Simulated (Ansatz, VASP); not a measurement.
Ba in VASP and in Ansatz

File INCAR:

```
SYSTEM = Ba
PREC = Accurate
ENCUT = 520
EDIFF = 1E-6
ISMEAR = 0
SIGMA = 0.1
LREAL = .FALSE.
LASPH = .TRUE.
NELM = 60
ALGO = Fast
ISIF = 2
LWAVE = .FALSE.
LCHARG = .TRUE.
GGA = PE
LELF = .TRUE.
LVHAR = .TRUE.
NBANDS = 17
```

KPOINTS

```
regular mesh
0
G
  10 10 6
  0 0 0
```

The input POSCAR:

```
Ba
1.0
    3.4778785850     -2.6383700281      0.0080814909
    3.4778785850      2.6383700281      0.0080814909
    0.0161776017      0.0000000000      7.6811971662
Ba
2
Direct
    0.7169754584      0.2830245416      0.2500000000
    0.2830245416      0.7169754584      0.7500000000
```

Input for Ansatz:

```yaml
crystal:
  lattice:
    - [3.477878585, -2.6383700281, 0.0080814909]
    - [3.477878585, 2.6383700281, 0.0080814909]
    - [0.0161776017, 0.0, 7.6811971662]
  atoms:
    - { symbol: Ba, position: [0.7169754584, 0.2830245416, 0.25] }
    - { symbol: Ba, position: [0.2830245416, 0.7169754584, 0.75] }
basis:
  ecutwfc: 420
kpoints:
  mp_grid: { grid: [10, 10, 6] }
hamiltonian:
  xc: pbe
scf:
  occupations: { method: gaussian, width: 0.1 }
output:
  forces: true
  stress: true
  eigenvalues: true
```

Alike in both runs: task single point; functional PBE; k mesh 10 × 10 × 6; occupations gaussian, width 0.1 eV; no spin polarisation.

```csv
,VASP,Ansatz
version,VASP 6.6.1,Ansatz 0.2.0
potentials or method,"VASP PAW PBE potentials, release 64 (Ba_sv), cutoff 520 eV","scalar-relativistic, plane waves, PAW"
valence electrons in the cell,20,20
```

|  | VASP | Ansatz | Ansatz less VASP |
| --- | --- | --- | --- |
| gap on the k mesh at the Fermi level (eV) | none | none | - |
| pressure (GPa) | -0.8 | -0.8 | -0.03 |
| traceless stress, the component that is largest in VASP (GPa) | 0.73 | 0.73 | -0.003 |
| rms of the force components (eV/Å) | 0.097 | 0.095 | -0.0011 |

Atom by atom the forces differ by 0.001 eV/Å (rms over components). A gap of «none» marks a metal or a gap that the smearing closes.

Neither program's run includes spin-orbit coupling.
